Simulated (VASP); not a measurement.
Wanted: the native input for a VASP 6.6.1 run.

```
Task                   : relaxation of cell and atoms
Functional             : PBEsol
Potentials or basis    : VASP PAW PBE potentials, release 64 (Se)
Cutoff                 : 600 eV
k mesh                 : 13 × 13 × 13
Occupations            : fermi-dirac, width 0.1 eV
Spin                   : no spin polarisation
Dipole correction      : no
Further INCAR settings : ALGO = Normal; EDIFF = 1e-07; IBRION = 2; EDIFFG = -0.01; NSW = 80; ISIF = 3
```

The structure of Se lies in POSCAR:

```
Se
1.0
   -1.7600399104      1.7600399104      1.7600399104
    1.7600399104     -1.7600399104      1.7600399104
    1.7600399104      1.7600399104     -1.7600399104
Se
1
Direct
    0.0000000000      0.0000000000      0.0000000000
```

One way to write it, as run:

INCAR

```
SYSTEM = Se
PREC = Accurate ; ENCUT = 600
EDIFF = 1E-7 ; ISMEAR = -1
SIGMA = 0.1 ; LREAL = .False.
LASPH = .True. ; NELM = 80
ALGO = Normal ; ISIF = 3
LWAVE = .False. ; LCHARG = .False.
GGA = PS ; IBRION = 2
NSW = 80 ; EDIFFG = -0.01
```

KPOINTS

```
Automatic mesh
0
Gamma
  13 13 13
  0 0 0
```

Potentials or basis: VASP PAW PBE potentials, release 64 (Se).

Command:

```sh
$ cat potpaw_PBE.64/Se/POTCAR > POTCAR
$ mpirun -np 1 vasp_std > vasp.out
```

Results of the run:

| Item | Value |
| --- | --- |
| Relaxed volume | 19.26 Å³/atom |
| Relaxed cell | a = 2.925 Å, b = 2.925 Å, c = 2.925 Å, α = 109.47°, β = 109.47°, γ = 109.47° |
| Space group after relaxing (to 0.05 Å) | Im-3m (No. 229) |
| Energy gained by relaxing | 72.4 meV/atom |
| Ionic steps | 3 |
| Pressure after relaxing | 0.0 GPa |
| Band gap on the k mesh | zero (band 3 reaches 9.33 eV, above the bottom of band 4 at 2.51 eV) |

Caveat: the PAW data sets were made with another functional, which shifts forces and pressure a little.

Run time: 40 s on 1 thread of AMD EPYC 7R13 (shared host), peak memory 0.12 GiB.
